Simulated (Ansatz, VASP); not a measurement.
Al: VASP beside Ansatz

Contents of INCAR:

```
ALGO     = Fast           # electronic algorithm
EDIFF    = 1E-6           # SCF threshold, eV
ENCUT    = 520            # plane-wave cutoff, eV
GGA      = PE             # functional
ISIF     = 2              # what is computed and relaxed
ISMEAR   = 0              # smearing method
LASPH    = T              # aspherical terms in the spheres
LCHARG   = F              # write CHGCAR
LREAL    = F              # projectors in reciprocal space
LWAVE    = F              # write WAVECAR
NBANDS   = 8              # bands
NELM     = 100            # most SCF steps
PREC     = Accurate       # precision mode
SIGMA    = 0.15           # smearing width, eV
```

File KPOINTS:

```
k-points
0
Gamma
  20 20 20
```

File POSCAR:

```
Al
1.0
    0.0000000000      1.9430208000      2.0239800000
    1.9430208000      0.0000000000      2.0239800000
    1.9430208000      1.9430208000      0.0000000000
Al
1
Direct
    0.0000000000      0.0000000000      0.0000000000
```

Input for Ansatz:

```yaml
crystal:
  lattice:
    - [0.0, 1.9430208, 2.02398]
    - [1.9430208, 0.0, 2.02398]
    - [1.9430208, 1.9430208, 0.0]
  atoms:
    - { symbol: Al, position: [0.0, 0.0, 0.0] }
basis:
  ecutwfc: 420
kpoints:
  mp_grid: { grid: [20, 20, 20] }
hamiltonian:
  xc: pbe
scf:
  occupations: { method: gaussian, width: 0.15 }
output:
  forces: true
  stress: true
  eigenvalues: true
```

Change from the starting cell: strain -0.040 along x and y, +0.000 along z, atoms carried along.

Alike in both runs: task single point; functional PBE; k mesh 20 × 20 × 20; occupations gaussian, width 0.15 eV; no spin polarisation.

```csv
,VASP,Ansatz
version,VASP 6.6.1,Ansatz 0.2.0
potentials or method,"VASP PAW PBE potentials, release 64 (Al), cutoff 520 eV","scalar-relativistic, plane waves, PAW"
valence electrons in the cell,3,3
```

```csv
,VASP,Ansatz,Ansatz less VASP
gap on the k mesh at the Fermi level (eV),none,none,-
pressure (GPa),7.1,7.1,+0.04
"traceless stress, the component that is largest in VASP (GPa)",-2.08,-2.08,-0.002
```

A gap of «none» marks a metal or a gap that the smearing closes.
